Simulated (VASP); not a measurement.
Input of a VASP 6.6.1 run:

The input INCAR:

```
  PREC = Accurate
  ENCUT = 600
  EDIFF = 1E-7
  ISMEAR = 0
  SIGMA = 0.1
  LREAL = False
  LASPH = True
  NELM = 200
  ALGO = Normal
  ISIF = 3
  LWAVE = False
  LCHARG = False
  GGA = PE
  IBRION = 2
  NSW = 100
  EDIFFG = -0.01
  GGA_COMPAT = False
  NELMIN = 4
  LMAXMIX = 6
```

The input KPOINTS:

```
Automatic mesh
0
Gamma
  6 6 12
```

Contents of POSCAR:

```
Pr4O
1.0
    6.5282586386      0.0000000000      0.0000000000
    0.0000000000      6.5282586386      0.0000000000
    0.0000000000      0.0000000000      3.2919306213
Pr O
4 1
Direct
    0.7427103164      0.7427103164      0.5000000000
    0.2572896836      0.2572896836      0.5000000000
    0.2572896836      0.7427103164      0.5000000000
    0.7427103164      0.2572896836      0.5000000000
    0.5000000000      0.5000000000      0.0000000000
```

Potentials or basis: VASP PAW PBE potentials, release 64 (Pr_3, O), 4f in core.

Launch:

```console
$ cat potpaw_PBE.64/Pr_3/POTCAR potpaw_PBE.64/O/POTCAR > POTCAR
$ mpirun -np 1 vasp_std > vasp.out
```

Q: What does it give for the space group after relaxing (to 0.1 Å)?

A: P4/mmm (No. 123).

Q: What does it give for the relaxed cell?

A: a = 6.544 Å, b = 6.544 Å, c = 3.273 Å, α = 90.00°, β = 90.00°, γ = 90.00°.

Q: What does it give for the relaxed volume?

A: 28.04 Å³/atom.

Forces in eV/Å, atoms in the order of the input:
```
Pr  -0.006 -0.006  0.000
Pr   0.006  0.006  0.000
Pr   0.006 -0.006  0.000
Pr  -0.006  0.006  0.000
O    0.000  0.000  0.000
```

Caveat: spin-orbit coupling is left out, which moves the levels of the heavy elements; the 4f electrons are frozen in the core, so they carry no moment and show no levels; the run has no spin polarisation, though such a crystal can be magnetic. Spin polarisation is off, so any magnetic state and its effect on volume and gap are missing.
